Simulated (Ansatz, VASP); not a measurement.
# Sc in VASP and in Ansatz

```xyz
1
Lattice="0.0000 2.3209 2.3209 2.3209 0.0000 2.3209 2.3209 2.3209 0.0000" Properties=species:S:1:pos:R:3 pbc="T T T"
Sc    0.0000    0.0000    0.0000
```

Alike in both runs: task relaxation of cell and atoms; functional BLYP; k mesh 12 × 12 × 12; occupations fermi-dirac, width 0.1 eV; no spin polarisation.

|  | VASP | Ansatz |
| --- | --- | --- |
| version | VASP 6.6.1 | Ansatz 0.2.0 |
| potentials or method | VASP PAW PBE potentials, release 64 (Sc_sv), cutoff 600 eV | plane waves (420 eV) with PAW, scalar-relativistic |
| valence electrons in the cell | 11 | 11 |

|  | VASP | Ansatz | Ansatz less VASP |
| --- | --- | --- | --- |
| relaxed volume (Å³/atom) | 25.11 | 25.07 | -0.035 |
| relaxed cell length with the largest relative difference (Å) | 3.287 | 3.285 | -0.0015 |

VASP's potentials were made for PBE, not for BLYP.
